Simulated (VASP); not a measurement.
Here is a VASP 6.6.1 calculation.

Contents of POSCAR:

```
Al15SiCN15
1.0
    9.3479130000      0.0000000000      0.0000000000
    0.0000000000     10.7856130000      0.0000000000
    0.0000000000      0.0000000000      9.9736120000
Al Si N C
45 3 45 3
Direct
    0.1664180000      0.0829310000      0.2498340000
    0.1661140000      0.0838640000      0.7495470000
    0.9990410000      0.3326920000      0.2504990000
    0.0003530000      0.3327020000      0.7500660000
    0.5003530000      0.0842370000      0.2495720000
    0.5002990000      0.0835770000      0.7497710000
    0.3332260000      0.3325220000      0.2495280000
    0.3333270000      0.3341710000      0.7484790000
    0.1669070000      0.5818270000      0.2449350000
    0.1677660000      0.5814990000      0.7481680000
    0.9987520000      0.8350700000      0.2491630000
    0.0024860000      0.8314190000      0.7394820000
    0.8330350000      0.0806090000      0.2491990000
    0.8328920000      0.0836520000      0.7485090000
    0.6672150000      0.3332230000      0.2501330000
    0.6653270000      0.3335640000      0.7507720000
    0.5001930000      0.5827840000      0.2470490000
    0.4974320000      0.5814090000      0.7500440000
    0.3333480000      0.8337140000      0.2377760000
    0.3337300000      0.8340830000      0.7523390000
    0.8325910000      0.5838400000      0.2476910000
    0.6690900000      0.8347510000      0.2496110000
    0.6635030000      0.8337300000      0.7479290000
    0.0006820000      0.1636490000      0.4996170000
    0.9987380000      0.1660780000      0.0006620000
    0.3333930000      0.1680700000      0.5000800000
    0.3327320000      0.1654670000      0.9982950000
    0.1661230000      0.4168680000      0.4987730000
    0.1642110000      0.4142380000      0.0002130000
    0.9989340000      0.6638960000      0.4978600000
    0.6646410000      0.1658630000      0.5007110000
    0.6688660000      0.1665370000      0.0000030000
    0.5002060000      0.4185480000      0.4990840000
    0.5004970000      0.4145150000      0.0005840000
    0.3321780000      0.6679180000      0.4955390000
    0.3344070000      0.6675290000      0.9948740000
    0.1688810000      0.9165490000      0.4972910000
    0.1677620000      0.9172090000      0.9986950000
    0.8328210000      0.4167610000      0.4983150000
    0.8342640000      0.4155240000      0.9997840000
    0.6693170000      0.6655580000      0.4982620000
    0.6631620000      0.6701250000      0.9984320000
    0.4971710000      0.9177510000      0.4968810000
    0.5016440000      0.9190670000      0.0003670000
    0.8332070000      0.9148200000      0.9977850000
    0.8346370000      0.5835790000      0.7494610000
    0.0017210000      0.6677650000      0.9954210000
    0.8341540000      0.9146540000      0.5006110000
    0.9978140000      0.1665630000      0.1921330000
    0.9972850000      0.1677030000      0.6895420000
    0.3331410000      0.1663630000      0.1894140000
    0.3333880000      0.1673190000      0.6910270000
    0.1652420000      0.4143090000      0.1896660000
    0.1637780000      0.4140020000      0.6901150000
    0.9977070000      0.6661920000      0.1734040000
    0.9889390000      0.6578710000      0.6931940000
    0.6689230000      0.1671220000      0.1913790000
    0.6686160000      0.1684530000      0.6905780000
    0.5007640000      0.4147790000      0.1908840000
    0.5023370000      0.4142510000      0.6896080000
    0.3330050000      0.6623400000      0.1887090000
    0.1620740000      0.9184250000      0.1893580000
    0.1653140000      0.9202500000      0.6888080000
    0.8335130000      0.4181140000      0.1888370000
    0.8328120000      0.4267770000      0.6950360000
    0.6682510000      0.6680070000      0.1884090000
    0.6793060000      0.6606550000      0.6940580000
    0.5059060000      0.9187400000      0.1932580000
    0.5029560000      0.9195480000      0.6858160000
    0.8329500000      0.9165800000      0.1858870000
    0.8310360000      0.9167810000      0.6822940000
    0.1681860000      0.0859250000      0.4400180000
    0.1627300000      0.0858330000      0.9399990000
    0.9973140000      0.3311590000      0.4417590000
    0.9977650000      0.3326010000      0.9400660000
    0.4995720000      0.0853610000      0.4400050000
    0.5032350000      0.0876120000      0.9402760000
    0.3336200000      0.3348260000      0.4403780000
    0.3319940000      0.3346730000      0.9399670000
    0.1624010000      0.5811080000      0.4336820000
    0.1528480000      0.5833970000      0.9437580000
    0.9967660000      0.8227640000      0.9365740000
    0.8302000000      0.0740080000      0.4441500000
    0.8346270000      0.0808620000      0.9385920000
    0.6681090000      0.3322280000      0.4414810000
    0.6693370000      0.3338980000      0.9406610000
    0.5044640000      0.5844470000      0.4365950000
    0.5045490000      0.5786360000      0.9419840000
    0.3352360000      0.8348090000      0.4307990000
    0.8328910000      0.5806180000      0.4369550000
    0.8414360000      0.5877800000      0.9326610000
    0.6737220000      0.8373690000      0.4450110000
    0.6699390000      0.8339740000      0.9367160000
    0.3325250000      0.6659780000      0.6876450000
    0.9912380000      0.8347960000      0.4444690000
    0.3351960000      0.8360270000      0.9456100000
```

File INCAR.step1:

```
PREC     = Accurate       # precision mode
ENCUT    = 520            # plane-wave cutoff, eV
EDIFF    = 1E-5           # SCF threshold, eV
ISMEAR   = -1             # smearing method
SIGMA    = 0.05           # smearing width, eV
LREAL    = Auto         
LASPH    = True           # aspherical terms in the spheres
NELM     = 120            # most SCF steps
ALGO     = Normal         # electronic algorithm
ISIF     = 2              # what is computed and relaxed
LWAVE    = True           # write WAVECAR
LCHARG   = False          # write CHGCAR
GGA      = PE             # functional
NBANDS   = 246            # bands
GGA_COMPAT= False        
NCORE    = 4
```

INCAR.step2

```
PREC     = Accurate       # precision mode
ENCUT    = 520            # plane-wave cutoff, eV
EDIFF    = 1E-6           # SCF threshold, eV
ISMEAR   = -1             # smearing method
SIGMA    = 0.05           # smearing width, eV
LREAL    = Auto         
LASPH    = True           # aspherical terms in the spheres
NELM     = 120            # most SCF steps
ALGO     = Normal         # electronic algorithm
ISIF     = 2              # what is computed and relaxed
LWAVE    = False          # write WAVECAR
LCHARG   = False          # write CHGCAR
GGA      = PE             # functional
LHFCALC  = True           # exact exchange
HFSCREEN = 0.2079         # screening, 1/A
PRECFOCK = Fast         
ISTART   = 1            
NBANDS   = 246            # bands
GGA_COMPAT= False        
NCORE    = 4
```

The input KPOINTS:

```
regular mesh
0
Gamma
  1 1 1
```

Potentials or basis: VASP PAW PBE potentials, release 64 (Al, Si, N, C).

The run is started by

```console
$ cat potpaw_PBE.64/Al/POTCAR potpaw_PBE.64/Si/POTCAR potpaw_PBE.64/N/POTCAR potpaw_PBE.64/C/POTCAR > POTCAR
$ cp INCAR.step1 INCAR
$ mpirun -np 4 vasp_gam > vasp.out
$ cp INCAR.step2 INCAR
$ mpirun -np 4 vasp_gam > vasp.out
```

Q: Predict the pressure.

A: -2.1 GPa.

Q: Estimate the band gap on the k mesh.

A: 4.00 eV.

Q: Predict the largest force.

A: 0.213 eV/Å.

Forces in eV/Å, atoms in the order of the input:
```
Al   0.003  0.015 -0.015
Al   0.014 -0.008 -0.023
Al   0.017  0.015 -0.021
Al   0.054  0.021 -0.013
Al   0.001  0.009 -0.018
Al  -0.009  0.007 -0.022
Al   0.002  0.029 -0.019
Al  -0.002  0.019 -0.021
Al   0.062  0.018 -0.003
Al   0.031  0.050 -0.062
Al   0.008  0.086 -0.036
Al   0.020  0.058 -0.030
Al  -0.004  0.023 -0.056
Al  -0.001  0.062 -0.022
Al  -0.013  0.022 -0.023
Al  -0.050  0.025 -0.013
Al  -0.024  0.035 -0.008
Al  -0.055  0.026 -0.020
Al  -0.003  0.035  0.018
Al  -0.015 -0.026 -0.006
Al  -0.037  0.006 -0.023
Al  -0.003  0.053 -0.069
Al  -0.005  0.077 -0.007
Al   0.045 -0.016  0.001
Al   0.024 -0.043 -0.034
Al  -0.015 -0.041 -0.024
Al  -0.003 -0.029 -0.021
Al   0.005 -0.027 -0.026
Al  -0.006 -0.041 -0.010
Al  -0.022 -0.028 -0.058
Al  -0.032 -0.031 -0.011
Al  -0.027 -0.040 -0.027
Al  -0.006 -0.033 -0.012
Al  -0.008  0.012 -0.027
Al   0.001 -0.012  0.034
Al   0.023  0.045  0.001
Al  -0.011 -0.034 -0.013
Al   0.112 -0.040 -0.005
Al  -0.002 -0.024 -0.071
Al   0.009 -0.101 -0.008
Al   0.017 -0.072 -0.056
Al  -0.065 -0.008 -0.012
Al  -0.016 -0.026 -0.006
Al  -0.073 -0.072 -0.045
Al  -0.055 -0.030 -0.016
Si   0.042  0.077 -0.080
Si   0.031 -0.033  0.007
Si  -0.018 -0.038 -0.024
N   -0.011 -0.038  0.019
N   -0.018 -0.045  0.018
N    0.005 -0.038  0.026
N    0.001 -0.029  0.020
N   -0.016 -0.042  0.009
N   -0.024 -0.059  0.029
N   -0.009 -0.051 -0.107
N   -0.145 -0.131  0.086
N    0.003 -0.039  0.025
N    0.014 -0.039  0.018
N    0.015 -0.053  0.019
N    0.023 -0.062  0.024
N   -0.008 -0.073  0.031
N    0.002 -0.045  0.008
N   -0.058 -0.033  0.026
N   -0.001 -0.028  0.000
N    0.003  0.081  0.060
N    0.025 -0.050  0.023
N    0.144 -0.115  0.074
N    0.009 -0.045  0.031
N    0.058 -0.025  0.021
N   -0.007 -0.042  0.018
N    0.012 -0.039 -0.091
N   -0.016  0.074  0.015
N   -0.013  0.066  0.030
N   -0.018  0.056  0.012
N   -0.009  0.054  0.028
N    0.031  0.058  0.019
N    0.018  0.068  0.027
N   -0.004  0.043  0.013
N    0.001  0.053  0.024
N   -0.019  0.025  0.013
N   -0.107  0.095  0.062
N   -0.043 -0.088  0.069
N    0.004 -0.055  0.048
N   -0.001  0.045  0.013
N    0.020  0.050  0.018
N    0.017  0.058  0.018
N    0.029  0.037  0.011
N    0.030  0.031  0.021
N    0.022  0.075  0.019
N   -0.007  0.022  0.020
N    0.071  0.079 -0.062
N    0.062  0.101  0.065
N    0.060  0.045  0.023
C   -0.005 -0.088  0.033
C   -0.062  0.089  0.061
C   -0.018  0.075  0.068
```

Caveat: the k points lie up to 0.67 Å⁻¹ apart; the PAW data sets were made with another functional, which shifts forces and pressure a little. A k mesh can miss the band edges.
